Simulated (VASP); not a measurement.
Wanted: the native input for a VASP 6.6.1 run.

```yaml
Task: density of states
Functional: PBE
Potentials_or_basis: VASP PAW PBE potentials, release 64 (Hg)
Cutoff: 520 eV
k_mesh: 10 × 10 × 10
Occupations: gaussian, width 0.1 eV
Spin: no spin polarisation
Dipole_correction: no
k_mesh_for_the_DOS: 15 × 15 × 15
Occupations_for_the_DOS: tetrahedron
Further_INCAR_settings: ALGO = Normal; EDIFF = 1e-06
```

The system is Hg.

```
CELL_PARAMETERS angstrom
4.74478 0.00000 0.00000
0.00000 4.74478 0.00000
0.00000 0.00000 4.74478
ATOMIC_POSITIONS crystal
Hg 0.50000 0.00000 0.00000
Hg 0.00000 0.50000 0.00000
Hg 0.00000 0.00000 0.50000
```

These files were run (other wordings do the same):

POSCAR

```
Hg
1.0
    4.7447779773      0.0000000000      0.0000000000
    0.0000000000      4.7447779773      0.0000000000
    0.0000000000      0.0000000000      4.7447779773
Hg
3
Direct
    0.5000000000      0.0000000000      0.0000000000
    0.0000000000      0.5000000000      0.0000000000
    0.0000000000      0.0000000000      0.5000000000
```

INCAR.step1

```
ALGO     = Normal         # electronic algorithm
EDIFF    = 1E-6           # SCF threshold, eV
ENCUT    = 520            # plane-wave cutoff, eV
GGA      = PE             # functional
ISIF     = 2              # what is computed and relaxed
ISMEAR   = 0              # smearing method
LASPH    = True           # aspherical terms in the spheres
LCHARG   = True           # write CHGCAR
LREAL    = False          # projectors in reciprocal space
LWAVE    = False          # write WAVECAR
NBANDS   = 25             # bands
NELM     = 100            # most SCF steps
PREC     = Accurate       # precision mode
SIGMA    = 0.1            # smearing width, eV
```

KPOINTS.step1

```
k-points
0
Gamma
  10 10 10
```

INCAR.step2

```
ALGO     = Normal         # electronic algorithm
EDIFF    = 1E-6           # SCF threshold, eV
ENCUT    = 520            # plane-wave cutoff, eV
GGA      = PE             # functional
ICHARG   = 11             # starting density
ISIF     = 2              # what is computed and relaxed
ISMEAR   = -5             # smearing method
LASPH    = True           # aspherical terms in the spheres
LCHARG   = False          # write CHGCAR
LORBIT   = 10             # projections on sites
LREAL    = False          # projectors in reciprocal space
LWAVE    = False          # write WAVECAR
NEDOS    = 1001           # points of the DOS
NELM     = 100            # most SCF steps
PREC     = Accurate       # precision mode
SIGMA    = 0.1            # smearing width, eV
```

KPOINTS.step2

```
k-points
0
Gamma
  15 15 15
```

Potentials or basis: VASP PAW PBE potentials, release 64 (Hg).

Command:

```sh
$ cat potpaw_PBE.64/Hg/POTCAR > POTCAR
$ cp INCAR.step1 INCAR
$ cp KPOINTS.step1 KPOINTS
$ mpirun -np 1 vasp_std > vasp.out
$ cp INCAR.step2 INCAR
$ cp KPOINTS.step2 KPOINTS
$ mpirun -np 1 vasp_std > vasp.out
```

It gave:

The valence electrons inside the program's atomic spheres are Hg 10.43.

Caveat: spin-orbit coupling is left out, which moves the levels of the heavy elements.

Wall time 2.2 min on 1 thread of Intel(R) Xeon(R) Platinum 8259CL CPU @ 2.50GHz (Skylake/Cascade Lake) (shared host), peak memory 0.35 GiB.
